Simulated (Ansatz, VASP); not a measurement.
## NaCl: VASP beside Ansatz

```xyz
2
Lattice="0.0688 2.8155 2.8155 2.8155 0.0688 2.8155 2.8155 2.8155 0.0688" Properties=species:S:1:pos:R:3 pbc="T T T"
Na    0.0000    0.0000    0.0000
Cl    2.8499    2.8499    2.8499
```

Change from the starting cell: epitaxial_111 strain -2.0%.

Alike in both runs: task single point; functional r2SCAN; k mesh 8 × 8 × 8; no spin polarisation.

|  | VASP | Ansatz |
| --- | --- | --- |
| version | VASP 6.6.1 | Ansatz 0.2.0 |
| potentials or method | VASP PAW PBE potentials, release 64 (Na_pv, Cl) | plane waves, PAW |
| plane-wave cutoff (eV) | 520 | 500 |
| occupations | gaussian, width 0.01 eV | fixed |
| valence electrons in the cell | 14 | 16 |

Ansatz gave:

- gap on the k mesh at the Fermi level (eV): 6.01
- pressure (GPa): 0.7
- traceless stress, the component that is largest in VASP (GPa): -0.36

Task: What did VASP give for the same quantities?

Result: gap on the k mesh at the Fermi level (eV): 6.04; pressure (GPa): 0.5; traceless stress, the component that is largest in VASP (GPa): -0.39.

VASP's potentials were made for PBE, not for r2SCAN. VASP's potentials hold 14 valence electrons a cell and Ansatz's 16, so a difference there can come from the potentials and not from the codes.
